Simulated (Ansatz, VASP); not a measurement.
Two plane-wave programs on TaN

```
Ta N
1.0
     3.13297    0.00000    0.00000
    -1.56649    2.71323    0.00000
     0.00000    0.00000    6.08751
Ta N
2 2
Direct
  0.33333 0.66667 0.03142
  0.66667 0.33333 0.53142
  0.33333 0.66667 0.35358
  0.66667 0.33333 0.85358
```

Alike in both runs: functional r2SCAN; k mesh 6 × 6 × 4; occupations gaussian, width 0.1 eV; no spin polarisation.

Ansatz relaxed the structure, and its values are those at the end. VASP's run is a single point on that final structure, the one shown.

```csv
,VASP,Ansatz
version,VASP 6.6.1,Ansatz 0.2.0
potentials or method,"VASP PAW PBE potentials, release 64 (Ta_sv_GW, N), cutoff 660 eV","scalar-relativistic, plane waves, PAW"
valence electrons in the cell,36,36
```

|  | VASP | Ansatz | Ansatz less VASP |
| --- | --- | --- | --- |
| gap on the k mesh at the Fermi level (eV) | 0.09 | 0.09 | +0.002 |
| least direct gap on the mesh (eV) | 0.79 | 0.80 | +0.004 |
| pressure (GPa) | 0.2 | 0.1 | -0.14 |
| rms of the force components (eV/Å) | 0.017 | 0.000 | -0.0169 |

VASP's potentials were made for PBE, not for r2SCAN. With one functional, cell and mesh, what is left measures potentials, basis and numerics.

Spin-orbit coupling is off throughout.
